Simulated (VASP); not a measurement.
SiC (Moissanite 3C):

```
Si C
1.0
     0.00000    2.17900    2.17900
     2.17900    0.00000    2.17900
     2.17900    2.17900    0.00000
Si C
1 1
Direct
  0.00000 0.00000 0.00000
  0.75000 0.75000 0.75000
```

Base run:

```yaml
Program: VASP 6.6.1
Functional: revPBE
Dispersion: D3(BJ)
Potentials_or_basis: VASP PAW PBE potentials, release 64 (Si, C)
Cutoff: 600 eV
k_mesh: 10 × 10 × 10
Occupations: fermi-dirac, width 0.05 eV
Spin: no spin polarisation
```

Its results: band gap on the k mesh 1.36 eV, indirect (least direct gap 4.54 eV); pressure -4.2 GPa.

Task: The run is repeated on the same cell with these changes: functional from revPBE to PBE. What comes out?

Result: Band gap on the k mesh 1.36 eV, indirect (least direct gap 4.54 eV); pressure -1.6 GPa.

Caveats: the PAW data sets were made with another functional, which shifts forces and pressure a little (some runs).

A k mesh can miss the band edges.
